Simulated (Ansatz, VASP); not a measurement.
## Two plane-wave programs on Ni

The input INCAR:

```
SYSTEM = Ni
PREC = Accurate
ENCUT = 520
EDIFF = 1E-6
ISMEAR = -1
SIGMA = 0.1
LREAL = .False.
LASPH = .True.
NELM = 100
ALGO = Normal
ISIF = 2
LWAVE = .False.
LCHARG = .False.
GGA = RE
NBANDS = 17
```

File KPOINTS:

```
regular mesh
0
Gamma
  16 16 9
  0 0 0
```

POSCAR

```
Ni
1.0
    2.4998113983      0.0000000000      0.0000000000
   -1.2499056991      2.1649001756      0.0000000000
    0.0000000000      0.0000000000      4.1095711363
Ni
2
Direct
    0.3333333333      0.6666666667      0.2500000000
    0.6666666667      0.3333333333      0.7500000000
```

Input for Ansatz:

```yaml
crystal:
  lattice:
    - [2.4998113983, 0.0, 0.0]
    - [-1.2499056991, 2.1649001756, 0.0]
    - [0.0, 0.0, 4.1095711363]
  atoms:
    - { symbol: Ni, position: [0.3333333333, 0.6666666667, 0.25] }
    - { symbol: Ni, position: [0.6666666667, 0.3333333333, 0.75] }
hamiltonian:
  xc: revpbe
  pseudopotentials:
    kind: paw
    azcp:
      Ni: "pseudopotentials/Ni.paw.azcp"
basis:
  ecutwfc: 420
  fft_grid_basis: typed
kpoints:
  mp_grid: { grid: [16, 16, 9], shift: [0, 0, 0] }
magnetization:
  spin_polarized: false
scf:
  occupations: { method: fermi_dirac, width: 0.1 }
  lower_state_search: "off"
output:
  stress: true
```

Alike in both runs: task single point; functional revPBE; k mesh 16 × 16 × 9; occupations fermi-dirac, width 0.1 eV; no spin polarisation.

```csv
,VASP,Ansatz
version,VASP 6.6.1,Ansatz 0.2.0
potentials or method,"VASP PAW PBE potentials, release 64 (Ni), cutoff 520 eV","plane waves (420 eV) with PAW, scalar-relativistic"
valence electrons in the cell,20,36
```

```tsv
	VASP	Ansatz	Ansatz less VASP
pressure (GPa)	0.3	0.0	-0.24
traceless stress, the component that is largest in VASP (GPa)	-0.07	-0.02	+0.054
```

VASP's potentials were made for PBE, not for revPBE. VASP's potentials hold 20 valence electrons a cell and Ansatz's 36, so a difference there can come from the potentials and not from the codes.
